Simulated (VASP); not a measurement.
A run of VASP 6.6.1 is set up as follows.

Contents of INCAR:

```
PREC = Accurate
ENCUT = 520
EDIFF = 1E-6
ISMEAR = 0
SIGMA = 0.01
LREAL = False
LASPH = True
NELM = 100
ALGO = Normal
ISIF = 2
LWAVE = False
LCHARG = True
GGA = CA
LELF = True
LVHAR = True
ISYM = 0
NBANDS = 45
```

The input KPOINTS:

```
Automatic mesh
0
Gamma
  5 5 5
  0.5 0.5 0.5
```

The input POSCAR:

```
Si3N4
1.0
    5.4281050000      0.0000000000      0.0000000000
    2.7140525000      4.7008768244      0.0000000000
    2.7140525000      1.5669589415      4.4320291734
Si N
6 8
Direct
    0.6250000000      0.6250000000      0.6250000000
    0.1250000000      0.6250000000      0.6250000000
    0.6250000000      0.6250000000      0.1250000000
    0.6250000000      0.1250000000      0.6250000000
    0.0000000000      0.0000000000      0.0000000000
    0.2500000000      0.2500000000      0.2500000000
    0.3824000000      0.3824000000      0.3824000000
    0.3972000000      0.8676000000      0.8676000000
    0.3824000000      0.3824000000      0.8528000000
    0.8676000000      0.3972000000      0.8676000000
    0.8528000000      0.3824000000      0.3824000000
    0.8676000000      0.8676000000      0.8676000000
    0.3824000000      0.8528000000      0.3824000000
    0.8676000000      0.8676000000      0.3972000000
```

Potentials or basis: VASP PAW LDA potentials, release 64 (Si, N).

The run is started by

```sh
$ cat potpaw_LDA.64/Si/POTCAR potpaw_LDA.64/N/POTCAR > POTCAR
$ mpirun -np 1 vasp_std > vasp.out
```

Q: Predict the pressure.

A: 2.6 GPa.

Q: What does it give for the band gap on the k mesh?

A: 3.56 eV (least direct gap 3.58 eV).

Q: Predict the largest force.

A: 0.015 eV/Å.

Forces on the atoms (eV/Å):
```
Si   0.000  0.000  0.000
Si   0.000  0.000  0.000
Si   0.000  0.000  0.000
Si   0.000  0.000  0.000
Si   0.000  0.000  0.000
Si   0.000  0.000  0.000
N   -0.012 -0.007 -0.005
N   -0.012  0.007  0.005
N    0.000  0.000  0.015
N    0.000 -0.014  0.005
N    0.012 -0.007 -0.005
N    0.012  0.007  0.005
N    0.000  0.014 -0.005
N    0.000  0.000 -0.015
```

Caveat: a shifted mesh leaves out Γ, where band edges can lie. A k mesh can miss the band edges.
